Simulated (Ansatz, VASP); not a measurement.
# GaN in VASP and in Ansatz

File POSCAR:

```
GaN
1.0
    0.0000000000      2.1917298925      2.1917298925
    2.1917298925      0.0000000000      2.1917298925
    2.1917298925      2.1917298925      0.0000000000
Ga N
1 1
Direct
    0.0000000000      0.0000000000      0.0000000000
    0.7500000000      0.7500000000      0.7500000000
```

Contents of INCAR.step1:

```
SYSTEM = GaN
PREC     = Accurate       ! precision mode
ENCUT    = 520            ! plane-wave cutoff, eV
ISMEAR   = 0              ! smearing method
SIGMA    = 0.01           ! smearing width, eV
LREAL    = .False.        ! projectors in reciprocal space
LASPH    = .True.         ! aspherical terms in the spheres
NELM     = 80             ! most SCF steps
NBANDS   = 16             ! bands
GGA      = PE             ! functional
ALGO     = Normal         ! electronic algorithm
EDIFF    = 1E-4           ! SCF threshold, eV
LWAVE    = .True.         ! write WAVECAR
LCHARG   = .False.        ! write CHGCAR
```

Contents of INCAR.step2:

```
SYSTEM = GaN
PREC     = Accurate       ! precision mode
ENCUT    = 520            ! plane-wave cutoff, eV
EDIFF    = 1E-6           ! SCF threshold, eV
ISMEAR   = 0              ! smearing method
SIGMA    = 0.01           ! smearing width, eV
LREAL    = .False.        ! projectors in reciprocal space
LASPH    = .True.         ! aspherical terms in the spheres
NELM     = 80             ! most SCF steps
ALGO     = Normal         ! electronic algorithm
ISIF     = 2              ! what is computed and relaxed
LWAVE    = .False.        ! write WAVECAR
LCHARG   = .False.        ! write CHGCAR
METAGGA  = R2SCAN         ! meta-GGA
LMIXTAU  = .True.       
NBANDS   = 16             ! bands
ISTART   = 1
```

The input KPOINTS:

```
Automatic mesh
0
Gamma
  8 8 8
  0 0 0
```

Input for Ansatz:

```yaml
crystal:
  lattice:
    - [0.0, 2.191729892473018, 2.191729892473018]
    - [2.191729892473018, 0.0, 2.191729892473018]
    - [2.191729892473018, 2.191729892473018, 0.0]
  atoms:
    - { symbol: Ga, position: [0.0, 0.0, 0.0] }
    - { symbol: "N", position: [0.75, 0.75, 0.75] }
basis:
  ecutwfc: 600.0
kpoints:
  mp_grid:
    grid: [8, 8, 8]
hamiltonian:
  xc: r2scan
  pseudopotentials:
    kind: paw
scf:
  occupations:
    method: fixed
output:
  stress: true
```

Alike in both runs: task single point; functional r2SCAN; k mesh 8 × 8 × 8; no spin polarisation.

|  | VASP | Ansatz |
| --- | --- | --- |
| version | VASP 6.6.1 | Ansatz 0.2.0 |
| potentials or method | VASP PAW PBE potentials, release 64 (Ga_d, N), cutoff 520 eV | plane waves, PAW |
| occupations | gaussian, width 0.01 eV | fixed |
| valence electrons in the cell | 18 | 18 |

```tsv
	VASP	Ansatz	Ansatz less VASP
pressure (GPa)	19.3	17.9	-1.38
```

VASP's potentials were made for PBE, not for r2SCAN.
